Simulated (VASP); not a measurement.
Write the native input for VASP 6.6.1 that does the following.

```yaml
Task: single point
Functional: PBE
Potentials_or_basis: VASP PAW PBE potentials, release 64 (Ca_sv, F)
Cutoff: 520 eV
k_mesh: 4 × 4 × 4
Occupations: gaussian, width 0.1 eV
Spin: no spin polarisation
Dipole_correction: no
Further_INCAR_settings: ALGO = Normal; EDIFF = 1e-06; NBANDS = 42
```

The structure of Ca6F lies in POSCAR:

```
Ca6F
1.0
    0.0000000000      5.2746380281      5.2746380281
    5.2746380281      0.0000000000      5.2746380281
    5.2746380281      5.2746380281      0.0000000000
Ca F
6 1
Direct
    0.2471849632      0.7528150368      0.7528150368
    0.7528150368      0.2471849632      0.2471849632
    0.7528150368      0.2471849632      0.7528150368
    0.2471849632      0.7528150368      0.2471849632
    0.7528150368      0.7528150368      0.2471849632
    0.2471849632      0.2471849632      0.7528150368
    0.5000000000      0.5000000000      0.5000000000
```

The cell was built from a structure type or drawn by symmetry, and may not be a known phase.

One way to write it, as run:

INCAR

```
SYSTEM = Ca6F
ALGO     = Normal         ! electronic algorithm
EDIFF    = 1E-6           ! SCF threshold, eV
ENCUT    = 520            ! plane-wave cutoff, eV
GGA      = PE             ! functional
ISIF     = 2              ! what is computed and relaxed
ISMEAR   = 0              ! smearing method
LASPH    = .True.         ! aspherical terms in the spheres
LCHARG   = .False.        ! write CHGCAR
LREAL    = .False.        ! projectors in reciprocal space
LWAVE    = .False.        ! write WAVECAR
NBANDS   = 42             ! bands
NELM     = 100            ! most SCF steps
PREC     = Accurate       ! precision mode
SIGMA    = 0.1            ! smearing width, eV
```

KPOINTS

```
k-points
0
Gamma
  4 4 4
  0 0 0
```

Potentials or basis: VASP PAW PBE potentials, release 64 (Ca_sv, F).

Run with:

```bash
$ cat potpaw_PBE.64/Ca_sv/POTCAR potpaw_PBE.64/F/POTCAR > POTCAR
$ mpirun -np 1 vasp_std > vasp.out
```

It gave:

```
Pressure               : 0.1 GPa
Largest force          : 0.015 eV/Å
Band gap on the k mesh : zero (an odd number of electrons rules out a gap without spin polarisation)
```

Caveat: an odd number of electrons without spin polarisation forces a metal; a magnetic or distorted state may lie lower.

Run time: 4 min on 1 thread of Intel Xeon 8259CL (shared host), peak memory 0.45 GiB.
